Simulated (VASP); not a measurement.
# Zn (Fm-3m) in VASP: notebook

Runs on Zn. Level: r2SCAN. Tasks: single point.

Program: VASP 6.6.1. These are calculated values, not measurements. Logs are shortened: lines on timing, memory, paths and dates and some standing lists are left out, and cuts for length are marked.

## Step 1: The cell of the first run

It takes space group Fm-3m (No. 225, cubic). Conventional cell: a = 3.858 Å, b = 3.858 Å, c = 3.858 Å, α = 90.00°, β = 90.00°, γ = 90.00°. Zn (site symmetry m-3m) has 12 Zn at 2.73 Å within 3.6 Å.

This isn't the form of Zn at room conditions, which is hcp.

## Step 2: Single point, r2SCAN

The input, POSCAR:

```
Zn
1.0
    0.0000000000      1.9289940699      1.9289940699
    1.9289940699      0.0000000000      1.9289940699
    1.9289940699      1.9289940699      0.0000000000
Zn
1
Direct
    0.0000000000      0.0000000000      0.0000000000
```

The input, INCAR.step1:

```
  ALGO = Normal
  EDIFF = 1E-4
  ENCUT = 520
  GGA = PE
  ISMEAR = -1
  LASPH = T
  LCHARG = F
  LREAL = F
  LWAVE = T
  NBANDS = 12
  NELM = 60
  PREC = Accurate
  SIGMA = 0.1
```

The input, INCAR.step2:

```
  ALGO = Normal
  EDIFF = 1E-6
  ENCUT = 520
  ISIF = 2
  ISMEAR = -1
  ISTART = 1
  LASPH = T
  LCHARG = T
  LELF = T
  LMIXTAU = T
  LREAL = F
  LVHAR = T
  LWAVE = F
  METAGGA = R2SCAN
  NBANDS = 12
  NELM = 60
  PREC = Accurate
  SIGMA = 0.1
```

The input, KPOINTS:

```
k-points
0
Gamma
  14 14 14
```

Potentials or basis: VASP PAW PBE potentials, release 64 (Zn).

Run with:

```console
> cat potpaw_PBE.64/Zn/POTCAR > POTCAR
> cp INCAR.step1 INCAR
> mpirun -np 1 vasp_std > vasp.out
> cp INCAR.step2 INCAR
> mpirun -np 1 vasp_std > vasp.out
```

OUTCAR:

```text
EDIFF = 1E-6
   ENCUT = 520
   ISIF = 2
   ISMEAR = -1
   ISTART = 1
   LASPH = T
   LREAL = F
   METAGGA = R2SCAN
   NELM = 60
   PREC = Accurate

 ion  position               nearest neighbor table
   1  0.000  0.000  0.000-

  LATTYP: Found a face centered cubic cell.
 ALAT       =     3.8579881398

  Lattice vectors:

 A1 = (   0.0000000000,   1.9289940699,   1.9289940699)
 A2 = (   1.9289940699,   0.0000000000,   1.9289940699)
 A3 = (   1.9289940699,   1.9289940699,   0.0000000000)

Analysis of symmetry for initial positions (statically):
=====================================================================
 Subroutine PRICEL returns:
 Original cell was already a primitive cell.

 Routine SETGRP: Setting up the symmetry group for a
 face centered cubic supercell.

 Subroutine GETGRP returns: Found 48 space group operations
 (whereof 48 operations were pure point group operations)
 out of a pool of 48 trial point group operations.

The static configuration has the point symmetry O_h .

Analysis of symmetry for dynamics (positions and initial velocities):
=====================================================================
 Subroutine PRICEL returns:
 Original cell was already a primitive cell.

 Routine SETGRP: Setting up the symmetry group for a
 face centered cubic supercell.

 Subroutine GETGRP returns: Found 48 space group operations
 (whereof 48 operations were pure point group operations)
 out of a pool of 48 trial point group operations.

The dynamic configuration has the point symmetry O_h .

 Subroutine INISYM returns: Found 48 space group operations
 (whereof 48 operations are pure point group operations),
 and found     1 'primitive' translations

----------------------------------------------------------------------------------------

                                     Primitive cell

  volume of cell :      14.3556

  direct lattice vectors                    reciprocal lattice vectors
     0.000000000  1.928994070  1.928994070    -0.259202456  0.259202456  0.259202456
     1.928994070  0.000000000  1.928994070     0.259202456 -0.259202456  0.259202456
     1.928994070  1.928994070  0.000000000     0.259202456  0.259202456 -0.259202456

  length of vectors
     2.728009575  2.728009575  2.728009575     0.448951823  0.448951823  0.448951823

  position of ions in fractional coordinates (direct lattice)
     0.000000000  0.000000000  0.000000000

  ion indices of the primitive-cell ions
   primitive index   ion index
                 1           1

----------------------------------------------------------------------------------------

 KPOINTS: k-points

Automatic generation of k-mesh.
 Grid dimensions read from file:
 generate k-points for:   14   14   14

 Generating k-lattice:

  Cartesian coordinates                     Fractional coordinates (reciprocal lattice)
    -0.018514461  0.018514461  0.018514461     0.071428571  0.000000000  0.000000000
     0.018514461 -0.018514461  0.018514461     0.000000000  0.071428571  0.000000000
     0.018514461  0.018514461 -0.018514461     0.000000000  0.000000000  0.071428571

  Length of vectors
     0.032067987  0.032067987  0.032067987

  Shift w.r.t. Gamma in fractional coordinates (k-lattice)
     0.000000000  0.000000000  0.000000000

 Subroutine IBZKPT returns following result:
 ===========================================

 Found    104 irreducible k-points:

 Following reciprocal coordinates:
            Coordinates               Weight
  0.000000  0.000000  0.000000      1.000000
  0.071429  0.000000  0.000000      8.000000
  0.142857  0.000000  0.000000      8.000000
  0.214286  0.000000  0.000000      8.000000
  0.285714  0.000000  0.000000      8.000000
  0.357143  0.000000  0.000000      8.000000
[... 16 lines left out ...]
  0.214286  0.142857  0.000000     24.000000
  0.285714  0.142857  0.000000     24.000000
 [... further k-points ...]
   k-points           NKPTS =    104   k-points in BZ     NKDIM =    104   number of bands    NBANDS=     12
   number of dos      NEDOS =    301   number of ions     NIONS =      1
   total plane-waves  NPLWV =   8000
   dimension x,y,z NGX =    20 NGY =   20 NGZ =   20
   dimension x,y,z NGXF=    40 NGYF=   40 NGZF=   40
   ions per type =               1
   NGX,Y,Z   is equivalent  to a cutoff of  12.19, 12.19, 12.19 a.u.
   NGXF,Y,Z  is equivalent  to a cutoff of  24.38, 24.38, 24.38 a.u.
 SYSTEM =  unknown system
   PREC   = accura    normal or accurate (medium, high low for compatibility)
   ISTART =      1    job   : 0-new  1-cont  2-samecut
   ICHARG =      0    charge: 1-file 2-atom 10-const
   ISPIN  =      1    spin polarized calculation?
   LNONCOLLINEAR =      F non collinear calculations
   LSORBIT =      F    spin-orbit coupling
   LASPH  =      T    aspherical Exc in radial PAW
   ENCUT  =  520.0 eV  38.22 Ry    6.18 a.u.   5.07  5.07  5.07*2*pi/ulx,y,z
   NELM   =     60;   NELMIN=  2; NELMDL=  0     # of ELM steps
   EDIFF  = 0.1E-05   stopping-criterion for ELM
   LREAL  =      F    real-space projection
   EDIFFG = 0.1E-04   stopping-criterion for IOM
   NSW    =      0    number of steps for IOM
   IBRION =     -1    ionic relax: 0-MD 1-quasi-New 2-CG
   NFREE  =      0    steps in history (QN), initial steepest desc. (CG)
   ISIF   =      2    stress and relaxation
   ISYM   =      2    0-nonsym 1-usesym 2-fastsym
   POTIM  = 0.5000    time-step for ionic-motion
   TEBEG  =    0.0;   TEEND  =   0.0 temperature during run
   PSTRESS=    0.0 pullay stress
   NELECT =      12.0000    total number of electrons
   NUPDOWN=      -1.0000    fix difference up-down
   EMIN   =  10.00;   EMAX   =-10.00  energy-range for DOS
   EFERMI =   0.00;   METHOD = LEGACY
   ISMEAR =    -1;   SIGMA  =   0.10  broadening in eV -4-tet -1-fermi 0-gaus
   EFERMI_NEDOS =   21; number of points for ismear=-14 and -15
   IALGO  =     38    algorithm
   IMIX   =      4    mixing-type and parameters
     AMIX     =   0.40;   BMIX     =  1.00
     AMIX_MAG =   1.60;   BMIX_MAG =  1.00
  volume/ion in A,a.u.               =      14.36        96.88
  Fermi-wavevector in a.u.,A,eV,Ry     =   1.542154  2.914248 32.357897  2.378238
  Thomas-Fermi vector in A             =   2.647999
   LORBIT       =      0    0 simple, 1 ext, 2 COOP (PROOUT), +10 PAW based schemes
   METAGGA = R2SCAN    functional components
   LHFCALC =     F    Hartree Fock is set to
   AEXX    =    0.0000 exact exchange contribution
   IVDW    =     0    specifies the selected vdW correction
   LEPSILON=     F    determine dielectric tensor
   LRPA    =     F    only Hartree local field effects (RPA)
 non-spin polarized calculation
  energy-cutoff  :      520.00
  volume of cell :       14.36
 maximum number of plane-waves:       395
   NGX = 11   NGY = 11   NGZ = 11

 number of electron      12.0000003 magnetization

 Free energy of the ion-electron system (eV)
  ---------------------------------------------------
  ext. energy  EPLUGINS =         0.00000000
  ---------------------------------------------------
  free energy    TOTEN  =        -8.87694081 eV

  energy without entropy =       -8.86894389  energy(sigma->0) =       -8.87294235

 E-fermi :   3.3543     XC(G=0): -13.0141

 val. band max:        3.2528639348   @ k =  -0.3571   0.2857   0.1429
 cond. band min:       3.4153986354   @ k =  -0.3571   0.5000   0.1429
 fundamental gap:      0.1625347006
 Fermi energy:         3.3542939813

 k-point     1 :       0.0000    0.0000    0.0000
  band No.  band energies     occupation
      1      -7.9432      2.00000
      2      -4.7303      2.00000
      3      -4.7303      2.00000
      4      -4.7303      2.00000
      5      -4.3017      2.00000
      6      -4.3017      2.00000
      7      23.4840      0.00000
      8      23.5215      0.00000
      9      23.5217      0.00000
     10      23.5217      0.00000
     11      25.9160      0.00000
     12      25.9160      0.00000

 k-point     2 :       0.0714    0.0000    0.0000
  band No.  band energies     occupation
      1      -7.7755      2.00000
      2      -4.7456      2.00000
      3      -4.7108      2.00000
      4      -4.7108      2.00000
      5      -4.3074      2.00000
      6      -4.3073      2.00000
      7      20.5208      0.00000
      8      22.9107      0.00000
      9      22.9108      0.00000
     10      23.4356      0.00000
     11      26.8172      0.00000
     12      26.8173      0.00000

 k-point     3 :       0.1429    0.0000    0.0000
  band No.  band energies     occupation
      1      -7.2856      2.00000
      2      -4.7740      2.00000
      3      -4.6662      2.00000
      4      -4.6661      2.00000
      5      -4.3124      2.00000
      6      -4.3123      2.00000
      7      16.7108      0.00000
      8      21.9847      0.00000
      9      21.9848      0.00000
     10      23.2640      0.00000
     11      28.6006      0.00000
     12      28.6007      0.00000

 k-point     4 :       0.2143    0.0000    0.0000
  band No.  band energies     occupation
      1      -6.5424      2.00000
      2      -4.7354      2.00000
      3      -4.6381      2.00000
      4      -4.6380      2.00000
      5      -4.2812      2.00000
      6      -4.2811      2.00000
      7      13.0677      0.00000
      8      21.2224      0.00000
      9      21.2226      0.00000
     10      22.9998      0.00000
     11      27.8828      0.00000
     12      27.8829      0.00000

 k-point     5 :       0.2857    0.0000    0.0000
  band No.  band energies     occupation
      1      -5.8512      2.00000
      2      -4.6546      2.00000
      3      -4.6545      2.00000
      4      -4.3116      2.00000
      5      -4.1959      2.00000
      6      -4.1958      2.00000
      7       9.6734      0.00000
      8      20.6890      0.00000
      9      20.6892      0.00000
     10      22.6792      0.00000
     11      26.1579      0.00000
     12      26.1580      0.00000
[... 228 lines left out ...]
      1      -7.5000      2.00000
      2      -4.7774      2.00000
      3      -4.6834      2.00000
      4      -4.6698      2.00000
      5      -4.3398      2.00000
      6      -4.2866      2.00000
      7      19.1486      0.00000
      8      19.6174      0.00000
      9      23.9979      0.00000
     10      24.0092      0.00000
     11      26.2402      0.00000
     12      27.8202      0.00000

 k-point    22 :       0.1429    0.1429    0.0000
  band No.  band energies     occupation
      1      -7.0683      2.00000
      2      -4.8650      2.00000
      3      -4.5971      2.00000
      4      -4.5971      2.00000
      5      -4.4026      2.00000
      6      -4.2455      2.00000
      7      19.0555      0.00000
      8      19.0556      0.00000
      9      20.1510      0.00000
     10      21.4843      0.00000
     11      24.4246      0.00000
     12      31.1012      0.00000

 k-point    23 :       0.2143    0.1429    0.0000
  band No.  band energies     occupation
      1      -6.5139      2.00000
      2      -4.9241      2.00000
      3      -4.5647      2.00000
      4      -4.5377      2.00000
      5      -4.3624      2.00000
      6      -4.2109      2.00000
      7      15.9184      0.00000
      8      18.0320      0.00000
      9      20.0337      0.00000
     10      22.0580      0.00000
     11      22.3548      0.00000
     12      31.0761      0.00000

 k-point    24 :       0.2857    0.1429    0.0000
  band No.  band energies     occupation
      1      -5.8248      2.00000
      2      -4.9292      2.00000
      3      -4.6237      2.00000
      4      -4.5157      2.00000
      5      -4.1438      2.00000
      6      -4.0573      2.00000
      7      12.4162      0.00000
      8      17.3360      0.00000
      9      19.6330      0.00000
     10      20.0330      0.00000
     11      24.4966      0.00000
     12      30.6188      0.00000

 [... further k-points ...]

------------------------ aborting loop because EDIFF is reached ----------------------------------------

  FORCE on cell =-STRESS in cart. coord.  units (eV):
  Direction    XX          YY          ZZ          XY          YZ          ZX
  --------------------------------------------------------------------------------------
  -------------------------------------------------------------------------------------
  Total        0.0349101      0.0349101      0.0349101      0.0000000      0.0000000      0.0000000
  in kB        3.8961837      3.8961837      3.8961837      0.0000000      0.0000000      0.0000000
  external PRESSURE =       3.8961837 kB  Pullay stress =       0.0000000 kB

 VOLUME and BASIS-vectors are now :
 -----------------------------------------------------------------------------
  energy-cutoff  :      520.00
  volume of cell :       14.36
      direct lattice vectors                 reciprocal lattice vectors
     0.000000000  1.928994070  1.928994070    -0.259202456  0.259202456  0.259202456
     1.928994070  0.000000000  1.928994070     0.259202456 -0.259202456  0.259202456
     1.928994070  1.928994070  0.000000000     0.259202456  0.259202456 -0.259202456

 POSITION                                       TOTAL-FORCE (eV/Angst)
 -----------------------------------------------------------------------------------
      0.00000      0.00000      0.00000         0.000000     -0.000000     -0.000000
 -----------------------------------------------------------------------------------
    total drift:                                0.000000      0.000000      0.000000

  FREE ENERGIE OF THE ION-ELECTRON SYSTEM (eV)
  ---------------------------------------------------
  free  energy   TOTEN  =        -8.8769408062 eV

  energy  without entropy=       -8.8689438905  energy(sigma->0) =       -8.87294235
```

Run time: 53 s. Hardware: 1 thread of Intel Xeon 8259CL, shared host; peak memory 0.14 GiB.

Results:

```yaml
Free_energy: -8.8769 eV
Pressure: 0.4 GPa
Band_gap_on_the_k_mesh: zero (bands 6 and 7 overlap by 2.77 eV)
```

Caveat: the PAW data sets were made with another functional, which shifts forces and pressure a little.

## Step 3: Single point, r2SCAN (12.63 Å³/atom)

This run uses another cell than the first one, of 12.63 Å³/atom.

The input, POSCAR:

```
Zn
1.0
    0.0000000000      1.8485240981      1.8485240981
    1.8485240981      0.0000000000      1.8485240981
    1.8485240981      1.8485240981      0.0000000000
Zn
1
Direct
    0.0000000000      0.0000000000      0.0000000000
```

The input, INCAR.step1:

```
SYSTEM = Zn
PREC = Accurate ; ENCUT = 520
ISMEAR = -1 ; SIGMA = 0.1
LREAL = .False. ; LASPH = .True.
NELM = 80 ; NBANDS = 12
GGA = PE ; ALGO = Normal
EDIFF = 1E-4 ; LWAVE = .True.
LCHARG = .False.
```

The input, INCAR.step2:

```
SYSTEM = Zn
PREC = Accurate ; ENCUT = 520
EDIFF = 1E-6 ; ISMEAR = -1
SIGMA = 0.1 ; LREAL = .False.
LASPH = .True. ; NELM = 80
ALGO = Normal ; ISIF = 2
LWAVE = .False. ; LCHARG = .False.
METAGGA = R2SCAN ; LMIXTAU = .True.
NBANDS = 12 ; ISTART = 1
```

The input, KPOINTS:

```
Automatic mesh
0
Gamma
  16 16 16
  0 0 0
```

Potentials or basis: VASP PAW PBE potentials, release 64 (Zn).

Run with:

```console
> cat potpaw_PBE.64/Zn/POTCAR > POTCAR
> cp INCAR.step1 INCAR
> mpirun -np 1 vasp_std > vasp.out
> cp INCAR.step2 INCAR
> mpirun -np 1 vasp_std > vasp.out
```

It took 84 s on 1 thread of Intel Xeon 8259CL, shared host; peak memory 0.14 GiB.

It converged, with:

```yaml
Free_energy: -8.7966 eV
Pressure: 15.6 GPa
Band_gap_on_the_k_mesh: zero (bands 6 and 7 overlap by 3.46 eV)
```

Levels at points of the mesh, in eV from the Fermi level:
| k point | band 2 | band 3 | band 4 | band 5 | band 6 | band 7 | band 8 | band 9 | band 10 | band 11 |
| --- | --- | --- | --- | --- | --- | --- | --- | --- | --- | --- |
| (0.00, 0.00, 0.00) | -8.61 | -8.61 | -8.61 | -8.07 | -8.07 | 21.02 | 22.03 | 22.03 | 22.03 | 24.24 |
| (0.50, 0.00, 0.00) | -8.62 | -8.62 | -7.67 | -7.67 | -4.07 | -1.11 | 18.45 | 18.45 | 19.45 | 21.71 |
| (0.50, 0.50, 0.00) | -9.52 | -7.69 | -7.57 | -7.57 | -1.71 | 2.54 | 9.87 | 9.87 | 13.55 | 16.12 |

Caveat: the cell stands under pressure; the PAW data sets were made with another functional, which shifts forces and pressure a little.

(Part 1 of 2 ends here.)
